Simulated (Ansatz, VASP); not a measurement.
# ZnO: VASP beside Ansatz

INCAR

```
SYSTEM = ZnO
PREC = Accurate
ENCUT = 520
EDIFF = 1E-6
ISMEAR = 0
SIGMA = 0.1
LREAL = .False.
LASPH = .True.
NELM = 100
ALGO = Normal
ISIF = 2
LWAVE = .False.
LCHARG = .False.
GGA = PE
NBANDS = 16
```

KPOINTS

```
Automatic mesh
0
Gamma
  6 6 6
  0 0 0
```

The input POSCAR:

```
ZnO
1.0
    2.7881406100      0.0000000000      0.0000000000
    0.0000000000      2.7881406100      0.0000000000
    0.0000000000      0.0000000000      3.1413051900
Zn O
1 1
Direct
    0.0000000000      0.0000000000      0.0000000000
    0.5000000000      0.5000000000      0.5000000000
```

Input for Ansatz:

```yaml
crystal:
  lattice:
    - [2.78814061, 0.0, 0.0]
    - [0.0, 2.78814061, 0.0]
    - [0.0, 0.0, 3.14130519]
  atoms:
    - { symbol: Zn, position: [0.0, 0.0, 0.0] }
    - { symbol: O, position: [0.5, 0.5, 0.5] }
basis:
  ecutwfc: 420
kpoints:
  mp_grid: { grid: [6, 6, 6] }
hamiltonian:
  xc: pbe
scf:
  occupations: { method: gaussian, width: 0.1 }
  lower_state_search: "off"
output:
  forces: true
  stress: true
  eigenvalues: true
```

Change from the starting cell: species swapped into the NbRu type (P4/mmm, No. 123).

Alike in both runs: task single point; functional PBE; k mesh 6 × 6 × 6; occupations gaussian, width 0.1 eV; no spin polarisation.

```csv
,VASP,Ansatz
version,VASP 6.6.1,Ansatz 0.2.0
potentials or method,"VASP PAW PBE potentials, release 64 (Zn, O), cutoff 520 eV","scalar-relativistic, plane waves, PAW"
valence electrons in the cell,18,18
```

Ansatz gave:

| Quantity | Value |
| --- | --- |
| gap on the k mesh at the Fermi level (eV) | none |
| pressure (GPa) | -20.4 |
| traceless stress, the component that is largest in VASP (GPa) | -19.09 |

Q: Estimate VASP's values.

A: gap on the k mesh at the Fermi level (eV): none; pressure (GPa): -20.2; traceless stress, the component that is largest in VASP (GPa): -19.03.

A gap of «none» marks a metal or a gap that the smearing closes.

The k mesh is coarse, so the values compare programs but aren't converged.
